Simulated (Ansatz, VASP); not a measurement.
Two plane-wave programs on PtAuC4N4

```
Pt C Au N
1.0
     6.11339    0.00000    0.00000
     0.00000    6.11339    0.00000
     0.00000    0.00000    6.11339
Pt C Au N
1 4 1 4
Direct
  0.00000 0.00000 0.00000
  0.18760 0.18760 0.18760
  0.18760 0.81240 0.81240
  0.81240 0.18760 0.81240
  0.81240 0.81240 0.18760
  0.50000 0.50000 0.50000
  0.29882 0.29882 0.29882
  0.29882 0.70118 0.70118
  0.70118 0.29882 0.70118
  0.70118 0.70118 0.29882
```

Alike in both runs: functional PBE; k mesh 4 × 4 × 4; occupations gaussian, width 0.1 eV; no spin polarisation.

Ansatz relaxed the structure, and its values are those at the end. VASP's run is a single point on that final structure, the one shown.

|  | VASP | Ansatz |
| --- | --- | --- |
| version | VASP 6.6.1 | Ansatz 0.2.0 |
| potentials or method | VASP PAW PBE potentials, release 64 (Pt, C, Au, N), cutoff 520 eV | scalar-relativistic, plane waves, PAW |
| valence electrons in the cell | 57 | 73 |

|  | VASP | Ansatz | Ansatz less VASP |
| --- | --- | --- | --- |
| gap on the k mesh at the Fermi level (eV) | none | none | - |
| pressure (GPa) | 0.2 | 0.0 | -0.23 |
| rms of the force components (eV/Å) | 0.143 | 0.030 | -0.1135 |

A gap of «none» marks a metal or a gap that the smearing closes. One of these differences is far larger than is usual between the two programs; its cause wasn't traced. VASP's potentials hold 57 valence electrons a cell and Ansatz's 73, so a difference there can come from the potentials and not from the codes.

Neither program's run includes spin-orbit coupling. Noted on VASP's run: the standard files for N, O and F lose accuracy on very short bonds.
